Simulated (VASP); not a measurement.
Here is a VASP 6.6.1 calculation.

INCAR

```
PREC = Accurate
ENCUT = 520
EDIFF = 1E-6
ISMEAR = 0
SIGMA = 0.05
LREAL = F
LASPH = T
NELM = 60
ALGO = Normal
ISIF = 2
LWAVE = F
LCHARG = F
GGA = PE
NBANDS = 11
```

KPOINTS

```
Automatic mesh
0
Gamma
  22 22 22
```

POSCAR

```
Ni
1.0
    0.0000000000      1.7670580031      1.7670580031
    1.7670580031      0.0000000000      1.7670580031
    1.7670580031      1.7670580031      0.0000000000
Ni
1
Direct
    0.0000000000      0.0000000000      0.0000000000
```

Potentials or basis: VASP PAW PBE potentials, release 64 (Ni).

Run with:

```console
$ cat potpaw_PBE.64/Ni/POTCAR > POTCAR
$ mpirun -np 1 vasp_std > vasp.out
```

Question: Predict the band gap on the k mesh.

Answer: Zero (bands 5 and 6 overlap by 0.94 eV).

Question: Predict the pressure.

Answer: -3.8 GPa.

Caveat: the cell stands under tension; the run has no spin polarisation, though such a crystal can be magnetic. Spin polarisation is off, so any magnetic state and its effect on volume and gap are missing.
